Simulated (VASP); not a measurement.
# Mg2SiN (P4/mmm) in VASP: single point with PBE

Aim: the single point of Mg2SiN with PBE.

All numbers are computed with VASP 6.6.1; they aren't measurements. Logs are shortened: lines on timing, memory, paths and dates and some standing lists are left out, and cuts for length are marked.

### Step 1. The cell of the first run

The structure is tetragonal, space group P4/mmm (No. 123). Conventional cell: a = 3.659 Å, b = 3.659 Å, c = 5.379 Å, α = 90.00°, β = 90.00°, γ = 90.00°. Mg (site symmetry 4mm) has 2 Mg at 2.63 to 2.75 Å and 4 Si at 2.90 Å and 4 N at 2.93 Å within 3.5 Å. Si (site symmetry 4/mmm) has 2 N at 2.69 Å and 8 Mg at 2.90 Å within 3.5 Å. N (site symmetry 4/mmm) has 2 Si at 2.69 Å and 8 Mg at 2.93 Å within 3.5 Å.

### Step 2. Single point, PBE

INCAR

```
SYSTEM = Mg2SiN
ALGO = Normal
EDIFF = 1E-7
ENCUT = 520
GGA = PE
ISIF = 2
ISMEAR = 0
LASPH = .TRUE.
LCHARG = .FALSE.
LREAL = .FALSE.
LWAVE = .FALSE.
NBANDS = 14
NELM = 100
PREC = Accurate
SIGMA = 0.1
```

KPOINTS

```
k-points
0
G
  6 6 4
  0 0 0
```

POSCAR

```
Mg2SiN
1.0
    3.6590984500      0.0000000000      0.0000000000
    0.0000000000      3.6590984500      0.0000000000
    0.0000000000      0.0000000000      5.3787569200
Mg Si N
2 1 1
Direct
    0.5000000000      0.5000000000      0.2556319500
    0.5000000000      0.5000000000      0.7443680500
    0.0000000000      0.0000000000      0.5000000000
    0.0000000000      0.0000000000      0.0000000000
```

Potentials or basis: VASP PAW PBE potentials, release 64 (Mg, Si, N).

Launch:

```bash
cat potpaw_PBE.64/Mg/POTCAR potpaw_PBE.64/Si/POTCAR potpaw_PBE.64/N/POTCAR > POTCAR
mpirun -np 1 vasp_std > vasp.out
```

OUTCAR:

```text
SYSTEM = Mg2SiN
   EDIFF = 1E-7
   ENCUT = 520
   GGA = PE
   ISIF = 2
   ISMEAR = 0
   LASPH = .TRUE.
   LREAL = .FALSE.
   NELM = 100
   PREC = Accurate

 ion  position               nearest neighbor table
   1  0.500  0.500  0.256-   2 2.63   2 2.75   3 2.90   3 2.90   3 2.90   3 2.90
   2  0.500  0.500  0.744-   1 2.63   1 2.75   3 2.90   3 2.90   3 2.90   3 2.90
   3  0.000  0.000  0.500-   1 2.90   2 2.90   1 2.90   2 2.90   1 2.90   2 2.90   1 2.90   2 2.90

   4  0.000  0.000  0.000-

  LATTYP: Found a simple tetragonal cell.
 ALAT       =     3.6590984500
 C/A-ratio  =     1.4699678059

  Lattice vectors:

 A1 = (   3.6590984500,   0.0000000000,   0.0000000000)
 A2 = (   0.0000000000,   3.6590984500,   0.0000000000)
 A3 = (   0.0000000000,   0.0000000000,   5.3787569200)

Analysis of symmetry for initial positions (statically):
=====================================================================
 Subroutine PRICEL returns:
 Original cell was already a primitive cell.

 Routine SETGRP: Setting up the symmetry group for a
 simple tetragonal supercell.

 Subroutine GETGRP returns: Found 16 space group operations
 (whereof 16 operations were pure point group operations)
 out of a pool of 16 trial point group operations.

The static configuration has the point symmetry D_4h.

Analysis of symmetry for dynamics (positions and initial velocities):
=====================================================================
 Subroutine PRICEL returns:
 Original cell was already a primitive cell.

 Routine SETGRP: Setting up the symmetry group for a
 simple tetragonal supercell.

 Subroutine GETGRP returns: Found 16 space group operations
 (whereof 16 operations were pure point group operations)
 out of a pool of 16 trial point group operations.

The dynamic configuration has the point symmetry D_4h.

 Subroutine INISYM returns: Found 16 space group operations
 (whereof 16 operations are pure point group operations),
 and found     1 'primitive' translations

----------------------------------------------------------------------------------------

                                     Primitive cell

  volume of cell :      72.0162

  direct lattice vectors                    reciprocal lattice vectors
     3.659098450  0.000000000  0.000000000     0.273291362  0.000000000  0.000000000
     0.000000000  3.659098450  0.000000000     0.000000000  0.273291362  0.000000000
     0.000000000  0.000000000  5.378756920     0.000000000  0.000000000  0.185916563

  length of vectors
     3.659098450  3.659098450  5.378756920     0.273291362  0.273291362  0.185916563

  position of ions in fractional coordinates (direct lattice)
[... 95 lines left out ...]
   NUPDOWN=      -1.0000    fix difference up-down
   EMIN   =  10.00;   EMAX   =-10.00  energy-range for DOS
   EFERMI =   0.00;   METHOD = LEGACY
   ISMEAR =     0;   SIGMA  =   0.10  broadening in eV -4-tet -1-fermi 0-gaus
   EFERMI_NEDOS =   21; number of points for ismear=-14 and -15
   IALGO  =     38    algorithm
   IMIX   =      4    mixing-type and parameters
     AMIX     =   0.40;   BMIX     =  1.00
     AMIX_MAG =   1.60;   BMIX_MAG =  1.00
  volume/ion in A,a.u.               =      18.00       121.50
  Fermi-wavevector in a.u.,A,eV,Ry     =   0.925222  1.748416 11.647071  0.856036
  Thomas-Fermi vector in A             =   2.051053
   LORBIT       =      0    0 simple, 1 ext, 2 COOP (PROOUT), +10 PAW based schemes
   GGA     = PE    functional components
   LHFCALC =     F    Hartree Fock is set to
   AEXX    =    0.0000 exact exchange contribution
   IVDW    =     0    specifies the selected vdW correction
   LEPSILON=     F    determine dielectric tensor
   LRPA    =     F    only Hartree local field effects (RPA)
 non-spin polarized calculation
 Gauss-broadening in eV      SIGMA  =   0.10
  energy-cutoff  :      520.00
  volume of cell :       72.02
 maximum number of plane-waves:      1968
 NGX is ok and might be reduce to    28
   NGX = 13   NGY = 13   NGZ = 21

 number of electron      12.9999999 magnetization

 Free energy of the ion-electron system (eV)
  ---------------------------------------------------
  ext. energy  EPLUGINS =         0.00000000
  ---------------------------------------------------
  free energy    TOTEN  =       -13.82391436 eV

  energy without entropy =      -13.81336981  energy(sigma->0) =      -13.81864208

 E-fermi :   3.4571     XC(G=0):  -9.2740

 val. band max:        3.4274613791   @ k =   0.0000   0.0000   0.2500
 cond. band min:       3.4614127231   @ k =   0.5000   0.3333   0.5000
 fundamental gap:      0.0339513440
 Fermi energy:         3.4570800984

 k-point     1 :       0.0000    0.0000    0.0000
  band No.  band energies     occupation
      1      -9.1343      2.00000
      2      -4.9127      2.00000
      3      -0.7096      2.00000
      4       2.4870      2.00000
      5       2.4870      2.00000
      6       3.5234      0.34843
      7       4.8299      0.00000
      8       4.8299      0.00000
      9       6.0997      0.00000
     10       6.8658      0.00000
     11       7.0463      0.00000
     12      11.1323      0.00000
     13      11.1323      0.00000
     14      11.4799      0.00000
[... 377 lines left out ...]
      1      -8.6643      2.00000
      2      -4.1316      2.00000
      3      -1.3265      2.00000
      4      -0.1912      2.00000
      5       3.0363      2.00000
      6       3.1010      2.00000
      7       3.5981      0.04605
      8       5.3994      0.00000
      9       6.5973      0.00000
     10       8.8175      0.00000
     11       8.9154      0.00000
     12       9.2195      0.00000
     13       9.2851      0.00000
     14       9.6777      0.00000

 [... further k-points ...]
[... 5 lines left out ...]
  --------------------------------------------------------------------------------------
  -------------------------------------------------------------------------------------
  Total       -6.3174730     -6.3174730     -1.7067928      0.0000000      0.0000000      0.0000000
  in kB     -140.5477421   -140.5477421    -37.9718076      0.0000000      0.0000000      0.0000000
  external PRESSURE =    -106.3557639 kB  Pullay stress =       0.0000000 kB

 VOLUME and BASIS-vectors are now :
 -----------------------------------------------------------------------------
  energy-cutoff  :      520.00
  volume of cell :       72.02
      direct lattice vectors                 reciprocal lattice vectors
     3.659098450  0.000000000  0.000000000     0.273291362  0.000000000  0.000000000
     0.000000000  3.659098450  0.000000000     0.000000000  0.273291362  0.000000000
     0.000000000  0.000000000  5.378756920     0.000000000  0.000000000  0.185916563

 POSITION                                       TOTAL-FORCE (eV/Angst)
 -----------------------------------------------------------------------------------
      1.82955      1.82955      1.37498         0.000000     -0.000000     -1.208589
      1.82955      1.82955      4.00377         0.000000      0.000000      1.208589
      0.00000      0.00000      2.68938        -0.000000     -0.000000      0.000000
      0.00000      0.00000      0.00000        -0.000000     -0.000000      0.000000
 -----------------------------------------------------------------------------------
    total drift:                               -0.000000     -0.000000      0.000000

  FREE ENERGIE OF THE ION-ELECTRON SYSTEM (eV)
  ---------------------------------------------------
  free  energy   TOTEN  =       -13.8239143564 eV

  energy  without entropy=      -13.8133698076  energy(sigma->0) =      -13.81864208
```

OSZICAR:

```text
N       E                     dE             d eps       ncg     rms          rms(c)
DAV:   1     0.218503342374E+02    0.21850E+02   -0.44916E+03   840   0.722E+02
DAV:   2    -0.126522796492E+02   -0.34503E+02   -0.30972E+02  1226   0.102E+02
DAV:   3    -0.156940124980E+02   -0.30417E+01   -0.30022E+01  1056   0.298E+01
DAV:   4    -0.157225387344E+02   -0.28526E-01   -0.28520E-01   972   0.323E+00
DAV:   5    -0.157228517008E+02   -0.31297E-03   -0.31295E-03  1080   0.331E-01    0.781E+00
DAV:   6    -0.155918117234E+02    0.13104E+00   -0.29704E+01  1066   0.212E+01    0.983E+00
DAV:   7    -0.138978966275E+02    0.16939E+01   -0.11427E+01  1086   0.101E+01    0.190E+00
DAV:   8    -0.138427728044E+02    0.55124E-01   -0.46882E-01   858   0.373E+00    0.893E-01
DAV:   9    -0.138254725685E+02    0.17300E-01   -0.24805E-02  1020   0.100E+00    0.300E-01
DAV:  10    -0.138239080936E+02    0.15645E-02   -0.31813E-03   948   0.398E-01    0.135E-01
DAV:  11    -0.138239512411E+02   -0.43148E-04   -0.35515E-04  1050   0.990E-02    0.498E-02
DAV:  12    -0.138239200221E+02    0.31219E-04   -0.21289E-04  1014   0.657E-02    0.160E-02
DAV:  13    -0.138239141974E+02    0.58246E-05   -0.34886E-05  1110   0.246E-02    0.262E-03
DAV:  14    -0.138239143818E+02   -0.18435E-06   -0.21656E-06  1008   0.829E-03    0.236E-03
DAV:  15    -0.138239143564E+02    0.25366E-07   -0.23914E-07   564   0.211E-03
   1 F= -.13823914E+02 E0= -.13818642E+02  d E =-.105445E-01
```

It took 13 s on 1 thread of AMD EPYC 9R45 (Zen 5), shared host; peak memory 0.16 GiB.

Results:

| Item | Value |
| --- | --- |
| Free energy | -13.8239 eV |
| Pressure | -10.6 GPa |
| Largest force | 1.209 eV/Å |

Forces on the atoms (eV/Å):
```
Mg   0.000  0.000 -1.209
Mg   0.000  0.000  1.209
Si   0.000  0.000  0.000
N    0.000  0.000  0.000
```

Levels at points of the mesh, in eV from the Fermi level:
```
           k point  band 3  band 4  band 5  band 6  band 7  band 8  band 9  band 10
(0.00, 0.00, 0.00)   -4.17   -0.97   -0.97    0.07    1.37    1.37    2.64     3.41
(0.50, 0.00, 0.00)   -5.46   -3.23   -2.00   -0.54    1.61    2.41    3.58     3.81
(0.50, 0.50, 0.00)   -3.68   -3.68   -2.60   -1.62   -0.92   -0.92    2.29     3.33
(0.00, 0.00, 0.50)   -1.97   -0.98   -0.66   -0.66    0.74    0.74    1.95     2.95
(0.50, 0.00, 0.50)   -4.78   -3.65   -0.42   -0.36    0.14    1.94    3.14     5.36
(0.50, 0.50, 0.50)   -2.95   -2.95   -2.35   -2.35   -1.02    0.04    0.63     1.60
```

Caveat: forces of over 1 eV/Å act on the atoms, so gaps and moduli don't describe the material at rest.
